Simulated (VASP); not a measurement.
# Cs3HfSc2 (P-3m1) in VASP: single point with PBE

Aim: the single point of Cs3HfSc2 with PBE.

Everything below comes from runs of VASP 6.6.1. Logs are shortened: lines on timing, memory, paths and dates and some standing lists are left out, and cuts for length are marked.

## Step 1: The cell of the first run

Symmetry: P-3m1, No. 164, trigonal system. The conventional cell has a = 6.812 Å, b = 6.812 Å, c = 5.823 Å, α = 90.00°, β = 90.00°, γ = 120.00°. Within 3.7 Å of Cs (site symmetry 2/m) lie 2 Sc at 2.85 Å and 4 Cs at 3.41 Å. Hf (site symmetry -3m) has 6 Sc at 4.02 Å and 12 Cs at 4.48 Å within 5.3 Å. Within 3.7 Å of Sc (site symmetry 3m) lie 3 Cs at 2.85 Å.

The cell was generated, and may not be a known phase.

## Step 2: Single point, PBE

File INCAR:

```
  ALGO = Normal
  EDIFF = 1E-6
  ENCUT = 520
  GGA = PE
  ISIF = 2
  ISMEAR = 0
  LASPH = T
  LCHARG = F
  LREAL = F
  LWAVE = F
  NBANDS = 38
  NELM = 60
  PREC = Accurate
  SIGMA = 0.1
```

File KPOINTS:

```
k-points
0
Gamma
  3 3 4
```

File POSCAR:

```
Cs3HfSc2
1.0
    6.8118974800      0.0000000000      0.0000000000
   -3.4059487400      5.8992762600      0.0000000000
    0.0000000000      0.0000000000      5.8232736100
Cs Hf Sc
3 1 2
Direct
    0.5000000000      0.0000000000      0.0000000000
    0.0000000000      0.5000000000      0.0000000000
    0.5000000000      0.5000000000      0.0000000000
    0.0000000000      0.0000000000      0.5000000000
    0.3333333300      0.6666666700      0.3532757800
    0.6666666700      0.3333333300      0.6467242200
```

Potentials or basis: VASP PAW PBE potentials, release 64 (Cs_sv, Hf_pv, Sc_sv).

Started as:

```sh
> cat potpaw_PBE.64/Cs_sv/POTCAR potpaw_PBE.64/Hf_pv/POTCAR potpaw_PBE.64/Sc_sv/POTCAR > POTCAR
> mpirun -np 1 vasp_std > vasp.out
```

OUTCAR:

```text
EDIFF = 1E-6
   ENCUT = 520
   GGA = PE
   ISIF = 2
   ISMEAR = 0
   LASPH = T
   LREAL = F
   NELM = 60
   PREC = Accurate

 ion  position               nearest neighbor table
   1  0.500  0.000  0.000-   5 2.85   6 2.85
   2  0.000  0.500  0.000-   5 2.85   6 2.85
   3  0.500  0.500  0.000-   5 2.85   6 2.85
   4  0.000  0.000  0.500-
   5  0.333  0.667  0.353-   1 2.85   2 2.85   3 2.85
   6  0.667  0.333  0.647-   1 2.85   2 2.85   3 2.85

  LATTYP: Found a hexagonal cell.
 ALAT       =     6.8118974800
 C/A-ratio  =     0.8548680639

  Lattice vectors:

 A1 = (   6.8118974800,   0.0000000000,   0.0000000000)
 A2 = (  -3.4059487400,   5.8992762600,   0.0000000000)
 A3 = (   0.0000000000,   0.0000000000,   5.8232736100)

Analysis of symmetry for initial positions (statically):
=====================================================================
 Subroutine PRICEL returns:
 Original cell was already a primitive cell.

 Routine SETGRP: Setting up the symmetry group for a
 hexagonal supercell.

 Subroutine GETGRP returns: Found 12 space group operations
 (whereof 12 operations were pure point group operations)
 out of a pool of 24 trial point group operations.

The static configuration has the point symmetry D_3d.

Analysis of symmetry for dynamics (positions and initial velocities):
=====================================================================
 Subroutine PRICEL returns:
 Original cell was already a primitive cell.

 Routine SETGRP: Setting up the symmetry group for a
 hexagonal supercell.

 Subroutine GETGRP returns: Found 12 space group operations
 (whereof 12 operations were pure point group operations)
 out of a pool of 24 trial point group operations.

The dynamic configuration has the point symmetry D_3d.

 Subroutine INISYM returns: Found 12 space group operations
 (whereof 12 operations are pure point group operations),
 and found     1 'primitive' translations

----------------------------------------------------------------------------------------

                                     Primitive cell

  volume of cell :     234.0098

  direct lattice vectors                    reciprocal lattice vectors
     6.811897480  0.000000000  0.000000000     0.146801974  0.084756160  0.000000000
    -3.405948740  5.899276260  0.000000000     0.000000000  0.169512319  0.000000000
     0.000000000  0.000000000  5.823273610     0.000000000  0.000000000  0.171724715

  length of vectors
     6.811897480  6.811897475  5.823273610     0.169512319  0.169512319  0.171724715

  position of ions in fractional coordinates (direct lattice)
     0.500000000  0.000000000  0.000000000
     0.000000000  0.500000000  0.000000000
     0.500000000  0.500000000  0.000000000
     0.000000000  0.000000000  0.500000000
     0.333333330  0.666666670  0.353275780
     0.666666670  0.333333330  0.646724220

  ion indices of the primitive-cell ions
   primitive index   ion index
                 1           1
                 2           2
                 3           3
                 4           4
                 5           5
                 6           6

----------------------------------------------------------------------------------------

 KPOINTS: k-points

Automatic generation of k-mesh.
 Grid dimensions read from file:
 generate k-points for:    3    3    4

 Generating k-lattice:

  Cartesian coordinates                     Fractional coordinates (reciprocal lattice)
     0.048933991  0.028252053  0.000000000     0.333333333  0.000000000  0.000000000
     0.000000000  0.056504106  0.000000000     0.000000000  0.333333333  0.000000000
     0.000000000  0.000000000  0.042931179     0.000000000  0.000000000  0.250000000

  Length of vectors
     0.056504106  0.056504106  0.042931179

  Shift w.r.t. Gamma in fractional coordinates (k-lattice)
     0.000000000  0.000000000  0.000000000

 Subroutine IBZKPT returns following result:
 ===========================================

 Found     10 irreducible k-points:

 Following reciprocal coordinates:
            Coordinates               Weight
  0.000000  0.000000  0.000000      1.000000
  0.333333  0.000000  0.000000      6.000000
  0.333333  0.333333  0.000000      2.000000
  0.000000  0.000000  0.250000      2.000000
  0.333333  0.000000  0.250000      6.000000
  0.000000  0.333333  0.250000      6.000000
  0.333333  0.333333  0.250000      4.000000
  0.000000  0.000000  0.500000      1.000000
  0.333333  0.000000  0.500000      6.000000
  0.333333  0.333333  0.500000      2.000000
   k-points           NKPTS =     10   k-points in BZ     NKDIM =     10   number of bands    NBANDS=     38
   number of dos      NEDOS =    301   number of ions     NIONS =      6
   total plane-waves  NPLWV = 139968
   dimension x,y,z NGX =    54 NGY =   54 NGZ =   48
   dimension x,y,z NGXF=   108 NGYF=  108 NGZF=   96
   ions per type =               3   1   2
   NGX,Y,Z   is equivalent  to a cutoff of  13.18, 13.18, 13.70 a.u.
   NGXF,Y,Z  is equivalent  to a cutoff of  26.36, 26.36, 27.41 a.u.
 SYSTEM =  unknown system
   PREC   = accura    normal or accurate (medium, high low for compatibility)
   ISTART =      0    job   : 0-new  1-cont  2-samecut
   ICHARG =      2    charge: 1-file 2-atom 10-const
   ISPIN  =      1    spin polarized calculation?
   LNONCOLLINEAR =      F non collinear calculations
   LSORBIT =      F    spin-orbit coupling
   LASPH  =      T    aspherical Exc in radial PAW
   ENCUT  =  520.0 eV  38.22 Ry    6.18 a.u.  12.67 12.67 10.83*2*pi/ulx,y,z
   NELM   =     60;   NELMIN=  2; NELMDL= -5     # of ELM steps
   EDIFF  = 0.1E-05   stopping-criterion for ELM
   LREAL  =      F    real-space projection
   EDIFFG = 0.1E-04   stopping-criterion for IOM
   NSW    =      0    number of steps for IOM
   IBRION =     -1    ionic relax: 0-MD 1-quasi-New 2-CG
   NFREE  =      0    steps in history (QN), initial steepest desc. (CG)
   ISIF   =      2    stress and relaxation
   ISYM   =      2    0-nonsym 1-usesym 2-fastsym
   POTIM  = 0.5000    time-step for ionic-motion
   TEBEG  =    0.0;   TEEND  =   0.0 temperature during run
   PSTRESS=    0.0 pullay stress
   NELECT =      59.0000    total number of electrons
   NUPDOWN=      -1.0000    fix difference up-down
   EMIN   =  10.00;   EMAX   =-10.00  energy-range for DOS
   EFERMI =   0.00;   METHOD = LEGACY
   ISMEAR =     0;   SIGMA  =   0.10  broadening in eV -4-tet -1-fermi 0-gaus
   EFERMI_NEDOS =   21; number of points for ismear=-14 and -15
   IALGO  =     38    algorithm
   IMIX   =      4    mixing-type and parameters
     AMIX     =   0.40;   BMIX     =  1.00
     AMIX_MAG =   1.60;   BMIX_MAG =  1.00
  volume/ion in A,a.u.               =      39.00       263.20
  Fermi-wavevector in a.u.,A,eV,Ry     =   1.034223  1.954398 14.553023  1.069617
  Thomas-Fermi vector in A             =   2.168508
   LORBIT       =      0    0 simple, 1 ext, 2 COOP (PROOUT), +10 PAW based schemes
   GGA     = PE    functional components
   LHFCALC =     F    Hartree Fock is set to
   AEXX    =    0.0000 exact exchange contribution
   IVDW    =     0    specifies the selected vdW correction
   LEPSILON=     F    determine dielectric tensor
   LRPA    =     F    only Hartree local field effects (RPA)
 non-spin polarized calculation
 Gauss-broadening in eV      SIGMA  =   0.10
  energy-cutoff  :      520.00
  volume of cell :      234.01
 maximum number of plane-waves:      6334
 NGX is ok and might be reduce to    50
   NGX = 25   NGY = 25   NGZ = 21

 number of electron      59.0000000 magnetization

 Free energy of the ion-electron system (eV)
  ---------------------------------------------------
  ext. energy  EPLUGINS =         0.00000000
  ---------------------------------------------------
  free energy    TOTEN  =       -13.18534696 eV

  energy without entropy =      -13.10520747  energy(sigma->0) =      -13.14527722

 E-fermi :   2.9317     XC(G=0):  -8.6285

 val. band max:        2.9192159862   @ k =   0.3333   0.0000   0.2500
 cond. band min:       2.9494570291   @ k =   0.0000   0.0000   0.5000
 fundamental gap:      0.0302410429
 Fermi energy:         2.9317173435

 k-point     1 :       0.0000    0.0000    0.0000
  band No.  band energies     occupation
      1     -47.2690      2.00000
      2     -47.2681      2.00000
      3     -29.5092      2.00000
      4     -29.3351      2.00000
      5     -29.3351      2.00000
      6     -26.0490      2.00000
[... 30 lines left out ...]
     37       3.7138      0.00000
     38       3.7453      0.00000

 k-point     2 :       0.3333    0.0000    0.0000
  band No.  band energies     occupation
      1     -47.2688      2.00000
      2     -47.2683      2.00000
      3     -29.5092      2.00000
      4     -29.3351      2.00000
      5     -29.3351      2.00000
      6     -26.0443      2.00000
[... 30 lines left out ...]
     37       3.7303      0.00000
     38       4.0902      0.00000

 k-point     3 :       0.3333    0.3333    0.0000
  band No.  band energies     occupation
      1     -47.2686      2.00000
      2     -47.2686      2.00000
      3     -29.5092      2.00000
      4     -29.3351      2.00000
      5     -29.3351      2.00000
      6     -26.0379      2.00000
[... 30 lines left out ...]
     37       3.7314      0.00000
     38       3.7314      0.00000

 k-point     4 :       0.0000    0.0000    0.2500
  band No.  band energies     occupation
      1     -47.2689      2.00000
      2     -47.2682      2.00000
      3     -29.5092      2.00000
      4     -29.3351      2.00000
      5     -29.3351      2.00000
      6     -26.0498      2.00000
[... 30 lines left out ...]
     37       3.8712      0.00000
     38       3.8712      0.00000
[... 129 lines left out ...]
      4     -29.3351      2.00000
      5     -29.3351      2.00000
      6     -26.0506      2.00000
[... 30 lines left out ...]
     37       3.9603      0.00000
     38       3.9968      0.00000

 k-point     9 :       0.3333    0.0000    0.5000
  band No.  band energies     occupation
      1     -47.2687      2.00000
      2     -47.2685      2.00000
      3     -29.5093      2.00000
      4     -29.3351      2.00000
      5     -29.3351      2.00000
      6     -26.0462      2.00000
[... 30 lines left out ...]
     37       3.8115      0.00000
     38       3.8403      0.00000

 k-point    10 :       0.3333    0.3333    0.5000
  band No.  band energies     occupation
      1     -47.2686      2.00000
      2     -47.2686      2.00000
      3     -29.5093      2.00000
      4     -29.3351      2.00000
      5     -29.3351      2.00000
      6     -26.0399      2.00000
[... 30 lines left out ...]
     37       4.1397      0.00000
     38       4.1407      0.00000

------------------------ aborting loop because EDIFF is reached ----------------------------------------

  FORCE on cell =-STRESS in cart. coord.  units (eV):
  Direction    XX          YY          ZZ          XY          YZ          ZX
  --------------------------------------------------------------------------------------
  -------------------------------------------------------------------------------------
  Total        0.7533572      0.7533572      6.3076438      0.0000000      0.0000000      0.0000000
  in kB        5.1579543      5.1579543     43.1860721      0.0000000      0.0000000      0.0000000
  external PRESSURE =      17.8339936 kB  Pullay stress =       0.0000000 kB

 VOLUME and BASIS-vectors are now :
 -----------------------------------------------------------------------------
  energy-cutoff  :      520.00
  volume of cell :      234.01
      direct lattice vectors                 reciprocal lattice vectors
     6.811897480  0.000000000  0.000000000     0.146801974  0.084756160  0.000000000
    -3.405948740  5.899276260  0.000000000     0.000000000  0.169512319  0.000000000
     0.000000000  0.000000000  5.823273610     0.000000000  0.000000000  0.171724715

 POSITION                                       TOTAL-FORCE (eV/Angst)
 -----------------------------------------------------------------------------------
      3.40595      0.00000      0.00000         0.000000      0.000000      0.000000
     -1.70297      2.94964      0.00000         0.000000      0.000000      0.000000
      1.70297      2.94964      0.00000         0.000000      0.000000      0.000000
      0.00000      0.00000      2.91164         0.000000      0.000000      0.000000
     -0.00000      3.93285      2.05722         0.000000      0.000000      2.920748
      3.40595      1.96643      3.76605        -0.000000     -0.000000     -2.920748
 -----------------------------------------------------------------------------------
    total drift:                                0.000000      0.000000      0.000000

  FREE ENERGIE OF THE ION-ELECTRON SYSTEM (eV)
  ---------------------------------------------------
  free  energy   TOTEN  =       -13.1853469595 eV

  energy  without entropy=      -13.1052074719  energy(sigma->0) =      -13.14527722
```

Run time: 1.9 min. Hardware: 1 thread of Oxide Virtual Turin-like, shared host; peak memory 0.39 GiB.

What came out:

| Quantity | Value |
| --- | --- |
| Free energy | -13.1853 eV |
| Pressure | 1.8 GPa |
| Largest force | 2.921 eV/Å |
| Band gap on the k mesh | zero (an odd number of electrons rules out a gap without spin polarisation) |

Forces on the atoms (eV/Å):
```
Cs   0.000  0.000  0.000
Cs   0.000  0.000  0.000
Cs   0.000  0.000  0.000
Hf   0.000  0.000  0.000
Sc   0.000  0.000  2.921
Sc   0.000  0.000 -2.921
```

Stress tensor (GPa, compression positive):
```
0.52 0.00 0.00
0.00 0.52 0.00
0.00 0.00 4.32
```

Levels at points of the mesh, in eV from the Fermi level:
```
           k point  band 27  band 28  band 29  band 30  band 31  band 32  band 33  band 34
(0.00, 0.00, 0.00)    -0.81    -0.74    -0.27    -0.27     0.38     0.38     0.52     0.73
(0.00, 0.00, 0.50)    -0.75    -0.74     0.02     0.02     0.04     0.22     0.22     0.40
```

Caveat: spin-orbit coupling is left out, which moves the levels of the heavy elements; forces of over 1 eV/Å act on the atoms, so gaps and moduli don't describe the material at rest.

The gap in the log of VASP goes by the Fermi energy; the results here count the filled bands.